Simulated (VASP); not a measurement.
MnO, 4 atoms in the cell. Symmetry: P6_3mc, No. 186, hexagonal system. Conventional cell: a = 3.372 Å, b = 3.372 Å, c = 5.386 Å, α = 90.00°, β = 90.00°, γ = 120.00°. Within 2.6 Å of Mn (site symmetry 3m) lie 4 O at 1.96 to 2.08 Å. O (site symmetry 3m) has 4 Mn at 1.96 to 2.08 Å within 2.6 Å. 

```yaml
Program: VASP 6.6.1
Task: single point
Functional: BLYP
Potentials_or_basis: VASP PAW PBE potentials, release 64 (Mn_pv, O)
Cutoff: 520 eV
k_mesh: 6 × 6 × 4
Occupations: gaussian, width 0.15 eV
Spin: collinear spin, antiferromagnetic start
Starting_moments: "[4.0, -4.0, 0.0, 0.0] μB"
Dipole_correction: no
Further_INCAR_settings: ALGO = Normal; EDIFF = 1e-07; NBANDS = 31
```

Potentials or basis: VASP PAW PBE potentials, release 64 (Mn_pv, O).

The run is started by

```bash
$ cat potpaw_PBE.64/Mn_pv/POTCAR potpaw_PBE.64/O/POTCAR > POTCAR
$ mpirun -np 1 vasp_std > vasp.out
```

Hardware: 1 thread of Intel(R) Xeon(R) Platinum 8488C (Sapphire Rapids), on a shared host.

**Question.** How long does it take, and how much memory?

**Answer.** Wall time 2.4 min on 1 thread of Intel(R) Xeon(R) Platinum 8488C (Sapphire Rapids), with other jobs on the host, peak memory 0.22 GiB. Counts: scf iterations 18, k points 21.
